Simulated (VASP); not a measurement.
# TaN (P-6m2) in VASP: further runs

The runs below take TaN through single point, with PBE.

Program: VASP 6.6.1. These are calculated values, not measurements. Logs are shortened: lines on timing, memory, paths and dates and some standing lists are left out, and cuts for length are marked.

### 1 The cell of the first run

Symmetry: P-6m2, No. 187, hexagonal system. Conventional cell: a = 3.114 Å, b = 3.114 Å, c = 2.600 Å, α = 90.00°, β = 90.00°, γ = 120.00°. Within 2.9 Å of Ta (site symmetry -6m2) lie 6 N at 2.22 Å and 2 Ta at 2.60 Å. Within 2.9 Å of N (site symmetry -6m2) lie 6 Ta at 2.22 Å and 2 N at 2.60 Å.

### 2 Single point, PBE

File INCAR:

```
SYSTEM = TaN
PREC = Accurate ; ENCUT = 520
EDIFF = 1E-6 ; ISMEAR = 0
SIGMA = 0.15 ; LREAL = .FALSE.
LASPH = .TRUE. ; NELM = 60
ALGO = Normal ; ISIF = 2
LWAVE = .FALSE. ; LCHARG = .TRUE.
GGA = PE ; LELF = .TRUE.
LVHAR = .TRUE. ; NBANDS = 15
```

File KPOINTS:

```
Automatic mesh
0
G
  24 24 22
  0 0 0
```

File POSCAR:

```
TaN
1.0
    3.1144131767      0.0000000000      0.0000000000
   -1.5572065884      2.6971609289      0.0000000000
    0.0000000000      0.0000000000      2.6002200482
Ta N
1 1
Direct
    0.3333333333      0.6666666667      0.5000000000
    0.0000000000      0.0000000000      0.0000000000
```

Potentials or basis: VASP PAW PBE potentials, release 64 (Ta_pv, N).

On the command line:

```console
$ cat potpaw_PBE.64/Ta_pv/POTCAR potpaw_PBE.64/N/POTCAR > POTCAR
$ mpirun -np 1 vasp_std > vasp.out
```

OUTCAR:

```text
SYSTEM = TaN
   PREC = Accurate
   ENCUT = 520
   EDIFF = 1E-6
   ISMEAR = 0
   LREAL = .FALSE.
   LASPH = .TRUE.
   NELM = 60
   ISIF = 2
   GGA = PE

 ion  position               nearest neighbor table
   1  0.333  0.667  0.500-   2 2.22   2 2.22   2 2.22   2 2.22   2 2.22   2 2.22
   2  0.000  0.000  0.000-   1 2.22   1 2.22   1 2.22   1 2.22   1 2.22   1 2.22

  LATTYP: Found a hexagonal cell.
 ALAT       =     3.1144131767
 C/A-ratio  =     0.8348988720

  Lattice vectors:

 A1 = (   3.1144131767,   0.0000000000,   0.0000000000)
 A2 = (  -1.5572065884,   2.6971609289,   0.0000000000)
 A3 = (   0.0000000000,   0.0000000000,   2.6002200482)

Analysis of symmetry for initial positions (statically):
=====================================================================
 Subroutine PRICEL returns:
 Original cell was already a primitive cell.

 Routine SETGRP: Setting up the symmetry group for a
 hexagonal supercell.

 Subroutine GETGRP returns: Found 12 space group operations
 (whereof 12 operations were pure point group operations)
 out of a pool of 24 trial point group operations.

The static configuration has the point symmetry D_3h.

Analysis of symmetry for dynamics (positions and initial velocities):
=====================================================================
 Subroutine PRICEL returns:
 Original cell was already a primitive cell.

 Routine SETGRP: Setting up the symmetry group for a
 hexagonal supercell.

 Subroutine GETGRP returns: Found 12 space group operations
 (whereof 12 operations were pure point group operations)
 out of a pool of 24 trial point group operations.

The dynamic configuration has the point symmetry D_3h.

 Subroutine INISYM returns: Found 12 space group operations
 (whereof 12 operations are pure point group operations),
 and found     1 'primitive' translations

----------------------------------------------------------------------------------------

                                     Primitive cell

  volume of cell :      21.8420

  direct lattice vectors                    reciprocal lattice vectors
     3.114413177  0.000000000  0.000000000     0.321087776  0.185380114  0.000000000
    -1.557206588  2.697160929  0.000000000     0.000000000  0.370760228  0.000000000
     0.000000000  0.000000000  2.600220048     0.000000000  0.000000000  0.384582836

  length of vectors
     3.114413177  3.114413177  2.600220048     0.370760228  0.370760228  0.384582836

  position of ions in fractional coordinates (direct lattice)
     0.333333333  0.666666667  0.500000000
     0.000000000  0.000000000  0.000000000

  ion indices of the primitive-cell ions
   primitive index   ion index
                 1           1
                 2           2

----------------------------------------------------------------------------------------

 KPOINTS: Automatic mesh

Automatic generation of k-mesh.
 Grid dimensions read from file:
 generate k-points for:   24   24   22

 Generating k-lattice:

  Cartesian coordinates                     Fractional coordinates (reciprocal lattice)
     0.013378657  0.007724171  0.000000000     0.041666667  0.000000000  0.000000000
     0.000000000  0.015448343  0.000000000     0.000000000  0.041666667  0.000000000
     0.000000000  0.000000000  0.017481038     0.000000000  0.000000000  0.045454545

  Length of vectors
     0.015448343  0.015448343  0.017481038

  Shift w.r.t. Gamma in fractional coordinates (k-lattice)
     0.000000000  0.000000000  0.000000000

 Subroutine IBZKPT returns following result:
 ===========================================

 Found    732 irreducible k-points:

 Following reciprocal coordinates:
            Coordinates               Weight
  0.000000  0.000000  0.000000      1.000000
  0.041667 -0.000000  0.000000      6.000000
  0.083333  0.000000  0.000000      6.000000
  0.125000  0.000000  0.000000      6.000000
  0.166667  0.000000  0.000000      6.000000
  0.208333  0.000000  0.000000      6.000000
[... 16 lines left out ...]
  0.416667  0.041667  0.000000     12.000000
  0.458333  0.041667  0.000000     12.000000
 [... further k-points ...]
   k-points           NKPTS =    732   k-points in BZ     NKDIM =    732   number of bands    NBANDS=     15
   number of dos      NEDOS =    301   number of ions     NIONS =      2
   total plane-waves  NPLWV =  11520
   dimension x,y,z NGX =    24 NGY =   24 NGZ =   20
   dimension x,y,z NGXF=    48 NGYF=   48 NGZF=   40
   ions per type =               1   1
   NGX,Y,Z   is equivalent  to a cutoff of  12.81, 12.81, 12.79 a.u.
   NGXF,Y,Z  is equivalent  to a cutoff of  25.62, 25.62, 25.57 a.u.
 SYSTEM =  TaN
   PREC   = accura    normal or accurate (medium, high low for compatibility)
   ISTART =      0    job   : 0-new  1-cont  2-samecut
   ICHARG =      2    charge: 1-file 2-atom 10-const
   ISPIN  =      1    spin polarized calculation?
   LNONCOLLINEAR =      F non collinear calculations
   LSORBIT =      F    spin-orbit coupling
   LASPH  =      T    aspherical Exc in radial PAW
   ENCUT  =  520.0 eV  38.22 Ry    6.18 a.u.   5.79  5.79  4.83*2*pi/ulx,y,z
   NELM   =     60;   NELMIN=  2; NELMDL= -5     # of ELM steps
   EDIFF  = 0.1E-05   stopping-criterion for ELM
   LREAL  =      F    real-space projection
   EDIFFG = 0.1E-04   stopping-criterion for IOM
   NSW    =      0    number of steps for IOM
   IBRION =     -1    ionic relax: 0-MD 1-quasi-New 2-CG
   NFREE  =      0    steps in history (QN), initial steepest desc. (CG)
   ISIF   =      2    stress and relaxation
   ISYM   =      2    0-nonsym 1-usesym 2-fastsym
   POTIM  = 0.5000    time-step for ionic-motion
   TEBEG  =    0.0;   TEEND  =   0.0 temperature during run
   PSTRESS=    0.0 pullay stress
   NELECT =      16.0000    total number of electrons
   NUPDOWN=      -1.0000    fix difference up-down
   EMIN   =  10.00;   EMAX   =-10.00  energy-range for DOS
   EFERMI =   0.00;   METHOD = LEGACY
   ISMEAR =     0;   SIGMA  =   0.15  broadening in eV -4-tet -1-fermi 0-gaus
   EFERMI_NEDOS =   21; number of points for ismear=-14 and -15
   IALGO  =     38    algorithm
   IMIX   =      4    mixing-type and parameters
     AMIX     =   0.40;   BMIX     =  1.00
     AMIX_MAG =   1.60;   BMIX_MAG =  1.00
  volume/ion in A,a.u.               =      10.92        73.70
  Fermi-wavevector in a.u.,A,eV,Ry     =   1.475765  2.788791 29.631873  2.177881
  Thomas-Fermi vector in A             =   2.590374
   LORBIT       =      0    0 simple, 1 ext, 2 COOP (PROOUT), +10 PAW based schemes
   GGA     = PE    functional components
   LHFCALC =     F    Hartree Fock is set to
   AEXX    =    0.0000 exact exchange contribution
   IVDW    =     0    specifies the selected vdW correction
   LEPSILON=     F    determine dielectric tensor
   LRPA    =     F    only Hartree local field effects (RPA)
 non-spin polarized calculation
 Gauss-broadening in eV      SIGMA  =   0.15
  energy-cutoff  :      520.00
  volume of cell :       21.84
 maximum number of plane-waves:       601
 NGX is ok and might be reduce to    24

 number of electron      15.9999997 magnetization

 Free energy of the ion-electron system (eV)
  ---------------------------------------------------
  ext. energy  EPLUGINS =         0.00000000
  ---------------------------------------------------
  free energy    TOTEN  =       -21.65309215 eV

  energy without entropy =      -21.64842690  energy(sigma->0) =      -21.65075953

 E-fermi :   8.2321     XC(G=0): -13.2317

 val. band max:        8.2312971606   @ k =   0.3333   0.3333   0.4545
 cond. band min:       8.2357553337   @ k =   0.4583   0.0833   0.4545
 fundamental gap:      0.0044581732
 Fermi energy:         8.2321095946

 k-point     1 :       0.0000    0.0000    0.0000
  band No.  band energies     occupation
      1     -26.6896      2.00000
      2     -26.6896      2.00000
      3     -26.1712      2.00000
      4      -9.6569      2.00000
      5       2.5105      2.00000
      6       2.5105      2.00000
      7       3.9236      2.00000
      8       6.5184      2.00000
      9       9.2663      0.00000
     10      12.4973      0.00000
     11      12.4973      0.00000
     12      12.7683      0.00000
     13      12.7683      0.00000
     14      21.5134      0.00000
     15      22.0556      0.00000

 k-point     2 :       0.0417   -0.0000    0.0000
  band No.  band energies     occupation
      1     -26.7018      2.00000
      2     -26.6922      2.00000
      3     -26.1701      2.00000
      4      -9.6256      2.00000
      5       2.4163      2.00000
      6       2.5382      2.00000
      7       3.9594      2.00000
      8       6.4783      2.00000
      9       9.3961      0.00000
     10      12.4230      0.00000
     11      12.4854      0.00000
     12      12.7569      0.00000
     13      12.8108      0.00000
     14      21.5086      0.00000
     15      21.9591      0.00000

 k-point     3 :       0.0833    0.0000    0.0000
  band No.  band energies     occupation
      1     -26.7372      2.00000
      2     -26.6998      2.00000
      3     -26.1667      2.00000
      4      -9.5333      2.00000
      5       2.1672      2.00000
      6       2.6199      2.00000
      7       4.0512      2.00000
      8       6.3643      2.00000
      9       9.7618      0.00000
     10      12.2162      0.00000
     11      12.4516      0.00000
     12      12.7236      0.00000
     13      12.9309      0.00000
     14      21.4886      0.00000
     15      21.7816      0.00000
[... 343 lines left out ...]
 k-point    23 :       0.4167    0.0417    0.0000
  band No.  band energies     occupation
      1     -27.3298      2.00000
      2     -26.8401      2.00000
      3     -26.1054      2.00000
      4      -7.8215      2.00000
      5      -0.1250      2.00000
      6       3.9899      2.00000
      7       4.7075      2.00000
      8       4.8295      2.00000
      9      10.3118      0.00000
     10      12.0979      0.00000
     11      12.1889      0.00000
     12      14.2989      0.00000
     13      16.1786      0.00000
     14      19.3441      0.00000
     15      21.5540      0.00000

 k-point    24 :       0.4583    0.0417    0.0000
  band No.  band energies     occupation
      1     -27.3506      2.00000
      2     -26.8452      2.00000
      3     -26.1031      2.00000
      4      -7.7557      2.00000
      5      -0.1707      2.00000
      6       4.0079      2.00000
      7       4.7170      2.00000
      8       4.7840      2.00000
      9      10.3401      0.00000
     10      12.0761      0.00000
     11      12.1886      0.00000
     12      14.3250      0.00000
     13      16.6977      0.00000
     14      18.7628      0.00000
     15      21.5532      0.00000

 [... further k-points ...]

------------------------ aborting loop because EDIFF is reached ----------------------------------------

  FORCE on cell =-STRESS in cart. coord.  units (eV):
  Direction    XX          YY          ZZ          XY          YZ          ZX
  --------------------------------------------------------------------------------------
  -------------------------------------------------------------------------------------
  Total       -3.4073869     -3.4073869     11.5668274      0.0000000     -0.0000000      0.0000000
  in kB     -249.9417725   -249.9417725    848.4605378      0.0000000     -0.0000000      0.0000000
  external PRESSURE =     116.1923310 kB  Pullay stress =       0.0000000 kB

 VOLUME and BASIS-vectors are now :
 -----------------------------------------------------------------------------
  energy-cutoff  :      520.00
  volume of cell :       21.84
      direct lattice vectors                 reciprocal lattice vectors
     3.114413177  0.000000000  0.000000000     0.321087776  0.185380114  0.000000000
    -1.557206588  2.697160929  0.000000000     0.000000000  0.370760228  0.000000000
     0.000000000  0.000000000  2.600220048     0.000000000  0.000000000  0.384582836

 POSITION                                       TOTAL-FORCE (eV/Angst)
 -----------------------------------------------------------------------------------
     -0.00000      1.79811      1.30011        -0.000000      0.000000      0.000000
      0.00000      0.00000      0.00000         0.000000     -0.000000      0.000000
 -----------------------------------------------------------------------------------
    total drift:                                0.000000     -0.000000     -0.000000

  FREE ENERGIE OF THE ION-ELECTRON SYSTEM (eV)
  ---------------------------------------------------
  free  energy   TOTEN  =       -21.6530921508 eV

  energy  without entropy=      -21.6484269039  energy(sigma->0) =      -21.65075953
```

Run time: 1.8 min. Hardware: 1 thread of Intel Xeon 6975P-C (Granite Rapids), shared host; peak memory 0.33 GiB.

What came out:

- Free energy: -21.6531 eV
- Pressure: 11.6 GPa
- Band gap on the k mesh: zero (bands 8 and 9 overlap by 0.75 eV)

Stress tensor (GPa, compression positive):
```
-24.99   0.00   0.00
  0.00 -24.99   0.00
  0.00   0.00  84.85
```

Caveat: the cell stands under pressure; spin-orbit coupling is left out, which moves the levels of the heavy elements.

### 3 Single point, PBE

This run uses another cell than the first one, of the same volume but with other edges.

File INCAR:

```
PREC     = Accurate       # precision mode
ENCUT    = 520            # plane-wave cutoff, eV
EDIFF    = 1E-6           # SCF threshold, eV
ISMEAR   = 0              # smearing method
SIGMA    = 0.15           # smearing width, eV
LREAL    = False          # projectors in reciprocal space
LASPH    = True           # aspherical terms in the spheres
NELM     = 60             # most SCF steps
ALGO     = Normal         # electronic algorithm
ISIF     = 2              # what is computed and relaxed
LWAVE    = False          # write WAVECAR
LCHARG   = False          # write CHGCAR
GGA      = PE             # functional
NBANDS   = 15             # bands
```

File KPOINTS:

```
regular mesh
0
Gamma
  24 24 22
```

File POSCAR:

```
TaN
1.0
    2.7762300755      0.0000000000      0.0000000000
   -1.3881150378      2.4042857721      0.0000000000
    0.0000000000      0.0000000000      3.2722889767
Ta N
1 1
Direct
    0.3333333333      0.6666666667      0.5000000000
    0.0000000000      0.0000000000      0.0000000000
```

Potentials or basis: VASP PAW PBE potentials, release 64 (Ta_pv, N).

On the command line:

```console
$ cat potpaw_PBE.64/Ta_pv/POTCAR potpaw_PBE.64/N/POTCAR > POTCAR
$ mpirun -np 1 vasp_std > vasp.out
```

OUTCAR:

```text
PREC = Accurate
   ENCUT = 520
   EDIFF = 1E-6
   ISMEAR = 0
   LREAL = False
   LASPH = True
   NELM = 60
   ISIF = 2
   GGA = PE

 ion  position               nearest neighbor table
   1  0.333  0.667  0.500-   2 2.29   2 2.29   2 2.29   2 2.29   2 2.29   2 2.29
   2  0.000  0.000  0.000-   1 2.29   1 2.29   1 2.29   1 2.29   1 2.29   1 2.29

  LATTYP: Found a hexagonal cell.
 ALAT       =     2.7762300755
 C/A-ratio  =     1.1786807605

  Lattice vectors:

 A1 = (   2.7762300755,   0.0000000000,   0.0000000000)
 A2 = (  -1.3881150378,   2.4042857721,   0.0000000000)
 A3 = (   0.0000000000,   0.0000000000,   3.2722889767)

Analysis of symmetry for initial positions (statically):
=====================================================================
 Subroutine PRICEL returns:
 Original cell was already a primitive cell.

 Routine SETGRP: Setting up the symmetry group for a
 hexagonal supercell.

 Subroutine GETGRP returns: Found 12 space group operations
 (whereof 12 operations were pure point group operations)
 out of a pool of 24 trial point group operations.

[... 176 lines left out ...]
      5       2.8755      2.00000
      6       4.3162      2.00000
      7       5.0847      2.00000
      8       5.0847      2.00000
      9      10.5812      0.00000
     10      10.5812      0.00000
     11      11.9252      0.00000
     12      11.9686      0.00000
     13      11.9686      0.00000
     14      20.9547      0.00000
[... 401 lines left out ...]
      2     -26.9927      2.00000
      3     -26.8442      2.00000
      4      -6.6170      2.00000
      5       0.3123      2.00000
      6       1.8294      2.00000
      7       4.0631      2.00000
      8       6.0315      2.00000
      9      10.2617      0.00000
     10      12.4433      0.00000
     11      12.9301      0.00000
     12      13.8562      0.00000
     13      15.7167      0.00000
     14      20.4287      0.00000
     15      21.2027      0.00000

 [... further k-points ...]

------------------------ aborting loop because EDIFF is reached ----------------------------------------

  FORCE on cell =-STRESS in cart. coord.  units (eV):
  Direction    XX          YY          ZZ          XY          YZ          ZX
  --------------------------------------------------------------------------------------
  -------------------------------------------------------------------------------------
  Total        5.3973967      5.3973967     -9.7559975     -0.0000000      0.0000000      0.0000000
  in kB      395.9147954    395.9147954   -715.6308806     -0.0000000      0.0000000      0.0000000
  external PRESSURE =      25.3995701 kB  Pullay stress =       0.0000000 kB

 VOLUME and BASIS-vectors are now :
 -----------------------------------------------------------------------------
  energy-cutoff  :      520.00
  volume of cell :       21.84
      direct lattice vectors                 reciprocal lattice vectors
     2.776230076  0.000000000  0.000000000     0.360200694  0.207961968  0.000000000
    -1.388115038  2.404285772  0.000000000     0.000000000  0.415923935  0.000000000
     0.000000000  0.000000000  3.272288977     0.000000000  0.000000000  0.305596482

 POSITION                                       TOTAL-FORCE (eV/Angst)
 -----------------------------------------------------------------------------------
     -0.00000      1.60286      1.63614        -0.000000      0.000000      0.000000
      0.00000      0.00000      0.00000         0.000000      0.000000      0.000000
 -----------------------------------------------------------------------------------
    total drift:                                0.000000     -0.000000     -0.000000

  FREE ENERGIE OF THE ION-ELECTRON SYSTEM (eV)
  ---------------------------------------------------
  free  energy   TOTEN  =       -21.5228747217 eV

  energy  without entropy=      -21.5224904631  energy(sigma->0) =      -21.52268259
```

stdout:

```text
POSCAR found type information on POSCAR TaN
 POSCAR found :  2 types and       2 ions
 scaLAPACK will be used
 LDA part: xc-table for (Slater+PW92), standard interpolation
 POSCAR, INCAR and KPOINTS ok, starting setup
 FFT: planning ... GRIDC
 FFT: planning ... GRID_SOFT
 FFT: planning ... GRID
 WAVECAR not read
 entering main loop
```

Wall time 2.1 min (1 thread of Intel Xeon 6975P-C (Granite Rapids), shared host); peak memory 0.34 GiB.

What came out:

- Free energy: -21.5229 eV
- Pressure: 2.5 GPa
- Band gap on the k mesh: zero (bands 8 and 9 overlap by 0.10 eV)

Stress tensor (GPa, compression positive):
```
 39.59   0.00   0.00
  0.00  39.59   0.00
  0.00   0.00 -71.56
```

Levels at points of the mesh, in eV from the Fermi level:
```tsv
k point	band 6	band 7	band 8	band 9	band 10	band 11
(0.00, 0.00, 0.00)	-3.38	-2.61	-2.61	2.89	2.89	4.23
(0.50, 0.00, 0.00)	-5.88	-3.66	-1.64	2.85	4.44	5.45
(0.00, 0.00, 0.50)	-1.59	-1.59	-0.16	0.00	0.00	4.69
(0.50, 0.00, 0.50)	-5.84	-3.72	-0.87	3.71	4.40	6.75
```

Caveat: spin-orbit coupling is left out, which moves the levels of the heavy elements.

(Continued in part 2 of 2.)
